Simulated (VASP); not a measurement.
Write the native input for VASP 6.6.1 that does the following.

```
Task                   : single point
Functional             : PBE
Potentials or basis    : VASP PAW PBE potentials, release 64 (Bi_d, Te)
Cutoff                 : 520 eV
k mesh                 : 10 × 10 × 10
Occupations            : fermi-dirac, width 0.08 eV
Spin                   : no spin polarisation
Dipole correction      : no
Further INCAR settings : ALGO = Normal; EDIFF = 1e-06; NBANDS = 18
```

The structure of BiTe lies in POSCAR:

```
BiTe
1.0
    0.0000000000      3.1912784242      3.1912784242
    3.1912784242      0.0000000000      3.1912784242
    3.1912784242      3.1912784242      0.0000000000
Bi Te
1 1
Direct
    0.0000000000      0.0000000000      0.0000000000
    0.5000000000      0.5000000000      0.5000000000
```

This cell differs from its parent crystal: volume scaled by 0.96.

The input as run:

INCAR

```
SYSTEM = BiTe
PREC     = Accurate       ! precision mode
ENCUT    = 520            ! plane-wave cutoff, eV
EDIFF    = 1E-6           ! SCF threshold, eV
ISMEAR   = -1             ! smearing method
SIGMA    = 0.08           ! smearing width, eV
LREAL    = .FALSE.        ! projectors in reciprocal space
LASPH    = .TRUE.         ! aspherical terms in the spheres
NELM     = 80             ! most SCF steps
ALGO     = Normal         ! electronic algorithm
ISIF     = 2              ! what is computed and relaxed
LWAVE    = .FALSE.        ! write WAVECAR
LCHARG   = .FALSE.        ! write CHGCAR
GGA      = PE             ! functional
NBANDS   = 18             ! bands
```

KPOINTS

```
Automatic mesh
0
G
  10 10 10
  0 0 0
```

Potentials or basis: VASP PAW PBE potentials, release 64 (Bi_d, Te).

The run is started by

```bash
$ cat potpaw_PBE.64/Bi_d/POTCAR potpaw_PBE.64/Te/POTCAR > POTCAR
$ mpirun -np 1 vasp_std > vasp.out
```

It gave:

| Quantity | Value |
| --- | --- |
| Pressure | 3.0 GPa |

It took 110 s on 1 thread of AMD EPYC 7R43 64-Core Processor (Zen 3), on a shared host, peak memory 0.19 GiB.
